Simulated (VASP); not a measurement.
# F (P6/mmm) in VASP: notebook

The runs below take F through single point, with PBEsol.

Program: VASP 6.6.1. These are calculated values, not measurements. Logs are shortened: lines on timing, memory, paths and dates and some standing lists are left out, and cuts for length are marked.

**1. The cell of the first run**

Symmetry: P6/mmm, No. 191, hexagonal system. The conventional cell has a = 1.908 Å, b = 1.908 Å, c = 1.522 Å, α = 90.00°, β = 90.00°, γ = 120.00°. Within 2.0 Å of F (site symmetry 6/mmm) lie 8 F at 1.52 to 1.91 Å.

**2. Single point, PBEsol**

Contents of INCAR:

```
PREC = Accurate ; ENCUT = 600
EDIFF = 1E-6 ; ISMEAR = -1
SIGMA = 0.05 ; LREAL = False
LASPH = True ; NELM = 120
ALGO = Normal ; ISIF = 2
LWAVE = False ; LCHARG = False
GGA = PS ; NBANDS = 10
GGA_COMPAT = False
```

Contents of KPOINTS:

```
Automatic mesh
0
Gamma
  22 22 20
```

Contents of POSCAR:

```
F
1.0
    1.9079780380      0.0000000000      0.0000000000
   -0.9539890190      1.6523574508      0.0000000000
    0.0000000000      0.0000000000      1.5219679489
F
1
Direct
    0.0000000000      0.0000000000      0.0000000000
```

Potentials or basis: VASP PAW PBE potentials, release 64 (F).

Started as:

```console
$ cat potpaw_PBE.64/F/POTCAR > POTCAR
$ mpirun -np 1 vasp_std > vasp.out
```

OUTCAR:

```text
PREC = Accurate
   ENCUT = 600
   EDIFF = 1E-6
   ISMEAR = -1
   LREAL = False
   LASPH = True
   NELM = 120
   ISIF = 2
   GGA = PS

 ion  position               nearest neighbor table
   1  0.000  0.000  0.000-

  LATTYP: Found a hexagonal cell.
 ALAT       =     1.9079780380
 C/A-ratio  =     0.7976863038

  Lattice vectors:

 A1 = (   1.9079780380,   0.0000000000,   0.0000000000)
 A2 = (  -0.9539890190,   1.6523574508,   0.0000000000)
 A3 = (   0.0000000000,   0.0000000000,   1.5219679489)

Analysis of symmetry for initial positions (statically):
=====================================================================
 Subroutine PRICEL returns:
 Original cell was already a primitive cell.

 Routine SETGRP: Setting up the symmetry group for a
 hexagonal supercell.

 Subroutine GETGRP returns: Found 24 space group operations
 (whereof 24 operations were pure point group operations)
 out of a pool of 24 trial point group operations.

The static configuration has the point symmetry D_6h.

Analysis of symmetry for dynamics (positions and initial velocities):
=====================================================================
 Subroutine PRICEL returns:
 Original cell was already a primitive cell.

 Routine SETGRP: Setting up the symmetry group for a
 hexagonal supercell.

 Subroutine GETGRP returns: Found 24 space group operations
 (whereof 24 operations were pure point group operations)
 out of a pool of 24 trial point group operations.

The dynamic configuration has the point symmetry D_6h.

 Subroutine INISYM returns: Found 24 space group operations
 (whereof 24 operations are pure point group operations),
 and found     1 'primitive' translations

----------------------------------------------------------------------------------------

                                     Primitive cell

  volume of cell :       4.7983

  direct lattice vectors                    reciprocal lattice vectors
     1.907978038  0.000000000  0.000000000     0.524115047  0.302597964  0.000000000
    -0.953989019  1.652357451  0.000000000     0.000000000  0.605195928  0.000000000
     0.000000000  0.000000000  1.521967949     0.000000000  0.000000000  0.657044060

  length of vectors
     1.907978038  1.907978038  1.521967949     0.605195928  0.605195928  0.657044060

  position of ions in fractional coordinates (direct lattice)
     0.000000000  0.000000000  0.000000000

  ion indices of the primitive-cell ions
   primitive index   ion index
                 1           1

----------------------------------------------------------------------------------------

 KPOINTS: Automatic mesh

Automatic generation of k-mesh.
 Grid dimensions read from file:
 generate k-points for:   22   22   20

 Generating k-lattice:

  Cartesian coordinates                     Fractional coordinates (reciprocal lattice)
     0.023823411  0.013754453  0.000000000     0.045454545  0.000000000  0.000000000
     0.000000000  0.027508906  0.000000000     0.000000000  0.045454545  0.000000000
     0.000000000  0.000000000  0.032852203     0.000000000  0.000000000  0.050000000

  Length of vectors
     0.027508906  0.027508906  0.032852203

  Shift w.r.t. Gamma in fractional coordinates (k-lattice)
     0.000000000  0.000000000  0.000000000

 Subroutine IBZKPT returns following result:
 ===========================================

 Found    572 irreducible k-points:

 Following reciprocal coordinates:
            Coordinates               Weight
  0.000000  0.000000  0.000000      1.000000
  0.045455  0.000000  0.000000      6.000000
  0.090909  0.000000  0.000000      6.000000
  0.136364 -0.000000  0.000000      6.000000
  0.181818 -0.000000  0.000000      6.000000
  0.227273  0.000000  0.000000      6.000000
[... 16 lines left out ...]
  0.090909  0.090909  0.000000      6.000000
  0.136364  0.090909  0.000000     12.000000
 [... further k-points ...]
   k-points           NKPTS =    572   k-points in BZ     NKDIM =    572   number of bands    NBANDS=     10
   number of dos      NEDOS =    301   number of ions     NIONS =      1
   total plane-waves  NPLWV =   3072
   dimension x,y,z NGX =    16 NGY =   16 NGZ =   12
   dimension x,y,z NGXF=    32 NGYF=   32 NGZF=   24
   ions per type =               1
   NGX,Y,Z   is equivalent  to a cutoff of  13.94, 13.94, 13.11 a.u.
   NGXF,Y,Z  is equivalent  to a cutoff of  27.88, 27.88, 26.22 a.u.
 SYSTEM =  unknown system
   PREC   = accura    normal or accurate (medium, high low for compatibility)
   ISTART =      0    job   : 0-new  1-cont  2-samecut
   ICHARG =      2    charge: 1-file 2-atom 10-const
   ISPIN  =      1    spin polarized calculation?
   LNONCOLLINEAR =      F non collinear calculations
   LSORBIT =      F    spin-orbit coupling
   LASPH  =      T    aspherical Exc in radial PAW
   ENCUT  =  600.0 eV  44.10 Ry    6.64 a.u.   3.81  3.81  3.04*2*pi/ulx,y,z
   NELM   =    120;   NELMIN=  2; NELMDL= -5     # of ELM steps
   EDIFF  = 0.1E-05   stopping-criterion for ELM
   LREAL  =      F    real-space projection
   EDIFFG = 0.1E-04   stopping-criterion for IOM
   NSW    =      0    number of steps for IOM
   IBRION =     -1    ionic relax: 0-MD 1-quasi-New 2-CG
   NFREE  =      0    steps in history (QN), initial steepest desc. (CG)
   ISIF   =      2    stress and relaxation
   ISYM   =      2    0-nonsym 1-usesym 2-fastsym
   POTIM  = 0.5000    time-step for ionic-motion
   TEBEG  =    0.0;   TEEND  =   0.0 temperature during run
   PSTRESS=    0.0 pullay stress
   NELECT =       7.0000    total number of electrons
   NUPDOWN=      -1.0000    fix difference up-down
   EMIN   =  10.00;   EMAX   =-10.00  energy-range for DOS
   EFERMI =   0.00;   METHOD = LEGACY
   ISMEAR =    -1;   SIGMA  =   0.05  broadening in eV -4-tet -1-fermi 0-gaus
   EFERMI_NEDOS =   21; number of points for ismear=-14 and -15
   IALGO  =     38    algorithm
   IMIX   =      4    mixing-type and parameters
     AMIX     =   0.40;   BMIX     =  1.00
     AMIX_MAG =   1.60;   BMIX_MAG =  1.00
  volume/ion in A,a.u.               =       4.80        32.38
  Fermi-wavevector in a.u.,A,eV,Ry     =   1.856721  3.508693 46.904878  3.447411
  Thomas-Fermi vector in A             =   2.905542
   LORBIT       =      0    0 simple, 1 ext, 2 COOP (PROOUT), +10 PAW based schemes
[... 44 lines left out ...]
  band No.  band energies     occupation
      1     -24.0092      2.00000
      2       6.0885      2.00000
      3       6.2875      2.00000
      4      11.6241      0.00000
      5      28.1441      0.00000
      6      45.3035      0.00000
      7      47.0077      0.00000
      8      49.6181      0.00000
      9      54.2984      0.00000
     10      75.6733      0.00000

 k-point     3 :       0.0909    0.0000    0.0000
  band No.  band energies     occupation
      1     -23.7950      2.00000
      2       5.3707      2.00000
      3       6.1366      2.00000
      4      11.6729      0.00000
      5      28.6757      0.00000
      6      42.7889      0.00000
      7      47.6256      0.00000
      8      49.9545      0.00000
      9      57.7756      0.00000
     10      75.1261      0.00000

 k-point     4 :       0.1364   -0.0000    0.0000
  band No.  band energies     occupation
      1     -23.4440      2.00000
      2       4.2776      2.00000
      3       5.9039      2.00000
      4      11.7502      0.00000
      5      29.4314      0.00000
      6      40.3971      0.00000
      7      48.6207      0.00000
      8      50.5031      0.00000
      9      61.7400      0.00000
     10      74.3273      0.00000

 k-point     5 :       0.1818   -0.0000    0.0000
  band No.  band energies     occupation
      1     -22.9661      2.00000
      2       2.9204      2.00000
      3       5.6134      2.00000
      4      11.8504      0.00000
      5      30.2374      0.00000
      6      38.3881      0.00000
      7      49.9420      0.00000
      8      51.2405      0.00000
      9      65.8358      0.00000
     10      73.3840      0.00000

 k-point     6 :       0.2273    0.0000    0.0000
  band No.  band energies     occupation
      1     -22.3774      2.00000
      2       1.4094      2.00000
      3       5.2929      2.00000
      4      11.9657      0.00000
      5      30.8508      0.00000
      6      36.9498      0.00000
      7      51.5201      0.00000
      8      52.1260      0.00000
      9      69.5390      0.00000
     10      72.4040      0.00000

 k-point     7 :       0.2727   -0.0000    0.0000
  band No.  band energies     occupation
      1     -21.7020      2.00000
      2      -0.1548      2.00000
      3       4.9703      2.00000
      4      12.0872      0.00000
      5      30.9790      0.00000
      6      36.2961      0.00000
      7      53.0946      0.00000
      8      53.2575      0.00000
      9      71.4677      0.00000
     10      71.8005      0.00000

 k-point     8 :       0.3182   -0.0000    0.0000
  band No.  band energies     occupation
      1     -20.9773      2.00000
      2      -1.6764      2.00000
      3       4.6708      2.00000
      4      12.2051      0.00000
      5      30.5881      0.00000
      6      36.3868      0.00000
      7      54.0547      0.00000
      8      55.0337      0.00000
      9      70.6307      0.00000
     10      72.6570      0.00000

 k-point     9 :       0.3636    0.0000    0.0000
  band No.  band energies     occupation
      1     -20.2586      2.00000
      2      -3.0561      2.00000
      3       4.4157      2.00000
      4      12.3094      0.00000
      5      29.9972      0.00000
      6      36.8328      0.00000
      7      54.8998      0.00000
      8      56.6960      0.00000
      9      69.9371      0.00000
     10      73.2515      0.00000
[... 118 lines left out ...]
 k-point    19 :       0.3182    0.0455    0.0000
  band No.  band energies     occupation
      1     -20.5732      2.00000
      2      -2.3698      2.00000
      3       4.3522      2.00000
      4      12.2658      0.00000
      5      30.5238      0.00000
      6      36.4874      0.00000
      7      54.5406      0.00000
      8      55.8798      0.00000
      9      70.2981      0.00000
     10      72.9353      0.00000

 k-point    20 :       0.3636    0.0455    0.0000
  band No.  band energies     occupation
      1     -19.8904      2.00000
      2      -3.6201      2.00000
      3       4.1092      2.00000
      4      12.3590      0.00000
      5      29.9544      0.00000
      6      36.9993      0.00000
      7      55.2950      0.00000
      8      57.3886      0.00000
      9      69.7113      0.00000
     10      73.4857      0.00000

 k-point    21 :       0.4091    0.0455    0.0000
  band No.  band energies     occupation
      1     -19.3418      2.00000
      2      -4.5612      2.00000
      3       3.9390      2.00000
      4      12.4261      0.00000
      5      29.5197      0.00000
      6      37.4344      0.00000
      7      55.7955      0.00000
      8      58.5565      0.00000
      9      69.3059      0.00000
     10      74.2977      0.00000

 k-point    22 :       0.4545    0.0455    0.0000
  band No.  band energies     occupation
      1     -19.0302      2.00000
      2      -5.0735      2.00000
      3       3.8514      2.00000
      4      12.4613      0.00000
      5      29.2907      0.00000
      6      37.6761      0.00000
      7      56.0381      0.00000
      8      59.1967      0.00000
      9      69.0987      0.00000
     10      75.1210      0.00000

 k-point    23 :       0.0909    0.0909    0.0000
  band No.  band energies     occupation
      1     -23.2370      2.00000
      2       3.7619      2.00000
      3       5.6671      2.00000
      4      11.7944      0.00000
      5      29.8728      0.00000
      6      39.3854      0.00000
      7      49.0796      0.00000
      8      50.9059      0.00000
      9      63.6741      0.00000
     10      73.9239      0.00000

 k-point    24 :       0.1364    0.0909    0.0000
  band No.  band energies     occupation
      1     -22.7659      2.00000
      2       2.5585      2.00000
      3       5.2771      2.00000
      4      11.8908      0.00000
      5      30.6968      0.00000
      6      37.6918      0.00000
      7      50.2057      0.00000
      8      51.7321      0.00000
      9      67.3537      0.00000
     10      73.0899      0.00000

 [... further k-points ...]
[... 5 lines left out ...]
  --------------------------------------------------------------------------------------
  -------------------------------------------------------------------------------------
  Total        8.6634759      8.6634759      8.6685817      0.0000000     -0.0000000      0.0000000
  in kB     2892.8097482   2892.8097483   2894.5146142      0.0000000     -0.0000000      0.0000000
  external PRESSURE =    2893.3780369 kB  Pullay stress =       0.0000000 kB

 VOLUME and BASIS-vectors are now :
 -----------------------------------------------------------------------------
  energy-cutoff  :      600.00
  volume of cell :        4.80
      direct lattice vectors                 reciprocal lattice vectors
     1.907978038  0.000000000  0.000000000     0.524115047  0.302597964  0.000000000
    -0.953989019  1.652357451  0.000000000     0.000000000  0.605195928  0.000000000
     0.000000000  0.000000000  1.521967949     0.000000000  0.000000000  0.657044060

 POSITION                                       TOTAL-FORCE (eV/Angst)
 -----------------------------------------------------------------------------------
      0.00000      0.00000      0.00000         0.000000      0.000000      0.000000
 -----------------------------------------------------------------------------------
    total drift:                               -0.000000     -0.000000     -0.000000

  FREE ENERGIE OF THE ION-ELECTRON SYSTEM (eV)
  ---------------------------------------------------
  free  energy   TOTEN  =         0.7504741007 eV

  energy  without entropy=        0.7534980625  energy(sigma->0) =        0.75198608
```

Run time: 13 s. Hardware: 1 thread of AMD EPYC 9R14 (Zen 4), shared host; peak memory 0.1 GiB.

What came out:

| Quantity | Value |
| --- | --- |
| Free energy | 0.7505 eV |
| Pressure | 289.3 GPa |
| Band gap on the k mesh | zero (an odd number of electrons rules out a gap without spin polarisation) |

Stress tensor (GPa, compression positive):
```
289.28   0.00   0.00
  0.00 289.28   0.00
  0.00   0.00 289.45
```

Caveat: the cell stands under pressure; the PAW data sets were made with another functional, which shifts forces and pressure a little; an odd number of electrons without spin polarisation forces a metal; a magnetic or distorted state may lie lower.

**3. Single point, PBEsol**

Contents of INCAR:

```
SYSTEM = F
PREC = Accurate ; ENCUT = 600
EDIFF = 1E-6 ; ISMEAR = -1
SIGMA = 0.05 ; LREAL = .FALSE.
LASPH = .TRUE. ; NELM = 120
ALGO = Normal ; ISIF = 2
LWAVE = .FALSE. ; LCHARG = .TRUE.
GGA = PS ; LELF = .TRUE.
LVHAR = .TRUE. ; NBANDS = 10
GGA_COMPAT = .FALSE.
```

Contents of KPOINTS:

```
regular mesh
0
G
  22 22 20
  0 0 0
```

Contents of POSCAR:

```
F
1.0
    1.9081425238      0.0000000000      0.0000000000
   -0.9540712619      1.6524998997      0.0000000000
    0.0000000000      0.0000000000      1.5212889845
F
1
Direct
    0.0000000000      0.0000000000      0.0000000000
```

Potentials or basis: VASP PAW PBE potentials, release 64 (F).

Started as:

```console
$ cat potpaw_PBE.64/F/POTCAR > POTCAR
$ mpirun -np 1 vasp_std > vasp.out
```

Wall time 14 s (1 thread of AMD EPYC 9R14 (Zen 4), shared host); peak memory 0.1 GiB.

It converged, with:

```yaml
Free_energy: 0.7529 eV
Pressure: 289.8 GPa
Band_gap_on_the_k_mesh: zero (an odd number of electrons rules out a gap without spin polarisation)
```

Stress tensor (GPa, compression positive):
```
289.22   0.00   0.00
  0.00 289.22   0.00
  0.00   0.00 290.84
```

Levels at points of the mesh, in eV from the Fermi level:
```tsv
k point	band 1	band 2	band 3	band 4	band 5	band 6	band 7
(0.00, 0.00, 0.00)	-31.70	-1.28	-1.28	4.02	20.34	39.18	39.18
(0.50, 0.00, 0.00)	-26.63	-12.81	-3.56	4.87	21.40	30.16	48.48
(0.00, 0.00, 0.50)	-22.83	-14.81	1.64	1.64	27.47	34.52	49.24
(0.50, 0.00, 0.50)	-18.58	-11.55	-6.46	0.00	17.29	35.06	36.58
```

Caveat: the cell stands under pressure; the PAW data sets were made with another functional, which shifts forces and pressure a little; an odd number of electrons without spin polarisation forces a metal; a magnetic or distorted state may lie lower.

**4. Single point, PBEsol**

This run uses another cell than the first one: it holds 3 atoms, not 1.

Contents of INCAR:

```
SYSTEM = F
ALGO = Normal
EDIFF = 1E-6
ENCUT = 600
GGA = PS
GGA_COMPAT = .FALSE.
ISIF = 2
ISMEAR = -1
LASPH = .TRUE.
LCHARG = .FALSE.
LREAL = .FALSE.
LWAVE = .FALSE.
NBANDS = 18
NELM = 120
PREC = Accurate
SIGMA = 0.05
```

Contents of KPOINTS:

```
k-points
0
G
  11 11 15
  0 0 0
```

Contents of POSCAR:

```
F
1.0
    3.2583344330      0.0000000000      0.0000000000
   -1.6291672165      2.8218003930      0.0000000000
    0.0000000000      0.0000000000      1.5236927288
F
3
Direct
    0.0000000000      0.0000000000      0.0000000000
    0.3333333333      0.6666666667      0.5000000000
    0.6666666667      0.3333333333      0.5000000000
```

Started as:

```console
$ cat potpaw_PBE.64/F/POTCAR > POTCAR
$ mpirun -np 1 vasp_std > vasp.out
```

It took 20 s on 1 thread of AMD EPYC 9R14 (Zen 4), shared host; peak memory 0.11 GiB.

It converged, with:

```
Free energy            : 2.4612 eV
Pressure               : 289.3 GPa
Band gap on the k mesh : zero (an odd number of electrons rules out a gap without spin polarisation)
```

Stress tensor (GPa, compression positive):
```
288.38   0.00   0.00
  0.00 288.38   0.00
  0.00   0.00 291.05
```

Levels at points of the mesh, in eV from the Fermi level:
| k point | band 9 | band 10 | band 11 | band 12 | band 13 | band 14 |
| --- | --- | --- | --- | --- | --- | --- |
| (0.00, 0.00, 0.00) | -0.66 | 4.22 | 5.17 | 5.52 | 21.89 | 28.73 |

Caveat: the cell stands under pressure; the PAW data sets were made with another functional, which shifts forces and pressure a little; an odd number of electrons without spin polarisation forces a metal; a magnetic or distorted state may lie lower.

**5. Single point, PBEsol**

This run uses another cell than the first one: it holds 3 atoms, not 1.

Contents of INCAR:

```
SYSTEM = F
  PREC = Accurate
  ENCUT = 600
  EDIFF = 1E-6
  ISMEAR = -1
  SIGMA = 0.05
  LREAL = .FALSE.
  LASPH = .TRUE.
  NELM = 120
  ALGO = Normal
  ISIF = 2
  LWAVE = .FALSE.
  LCHARG = .FALSE.
  GGA = PS
  NBANDS = 18
  GGA_COMPAT = .FALSE.
```

Contents of KPOINTS:

```
Automatic mesh
0
G
  11 11 15
  0 0 0
```

Contents of POSCAR:

```
F
1.0
    3.2582631010      0.0000000000      0.0000000000
   -1.6291315505      2.8217386177      0.0000000000
    0.0000000000      0.0000000000      1.5228899802
F
3
Direct
    0.0000000000      0.0000000000      0.0000000000
    0.3333333333      0.6666666667      0.5000000000
    0.6666666667      0.3333333333      0.5000000000
```

Started as:

```console
$ cat potpaw_PBE.64/F/POTCAR > POTCAR
$ mpirun -np 1 vasp_std > vasp.out
```

Run time: 20 s. Hardware: 1 thread of AMD EPYC 9R14 (Zen 4), shared host; peak memory 0.11 GiB.

The run converged. Its results:

- Free energy: 2.4758 eV
- Pressure: 290.0 GPa
- Band gap on the k mesh: zero (an odd number of electrons rules out a gap without spin polarisation)

Stress tensor (GPa, compression positive):
```
288.83   0.00   0.00
  0.00 288.83   0.00
  0.00   0.00 292.19
```

Levels at points of the mesh, in eV from the Fermi level:
```tsv
k point	band 8	band 9	band 10	band 11	band 12	band 13	band 14	band 15
(0.00, 0.00, 0.00)	-0.67	-0.67	4.23	5.18	5.53	21.89	28.73	28.73
```

Caveat: the cell stands under pressure; the PAW data sets were made with another functional, which shifts forces and pressure a little; an odd number of electrons without spin polarisation forces a metal; a magnetic or distorted state may lie lower.

**6. Summary**

```tsv
cell	k mesh	gap on the mesh (eV)	pressure (GPa)
a = 1.908, b = 1.908, c = 1.522 Å, angles 90.0, 90.0, 120.0°, 1 atom, atomic positions A	22 × 22 × 20	none	289.3
a = 1.908, b = 1.908, c = 1.521 Å, angles 90.0, 90.0, 120.0°, 1 atom, atomic positions A	22 × 22 × 20	none	289.8
a = 3.258, b = 3.258, c = 1.524 Å, angles 90.0, 90.0, 120.0°, 3 atoms, atomic positions B	11 × 11 × 15	none	289.3
a = 3.258, b = 3.258, c = 1.523 Å, angles 90.0, 90.0, 120.0°, 3 atoms, atomic positions B	11 × 11 × 15	none	290.0
```

Alike in all rows: task single point; level PBEsol; potentials or basis VASP PAW PBE potentials, release 64 (F); no spin polarisation; cutoff (eV) 600; smearing fermi-dirac 0.05 eV.

Caveats: the cell stands under pressure; the PAW data sets were made with another functional, which shifts forces and pressure a little; an odd number of electrons without spin polarisation forces a metal; a magnetic or distorted state may lie lower.

Absolute energies hang on the potentials; compare differences alone.
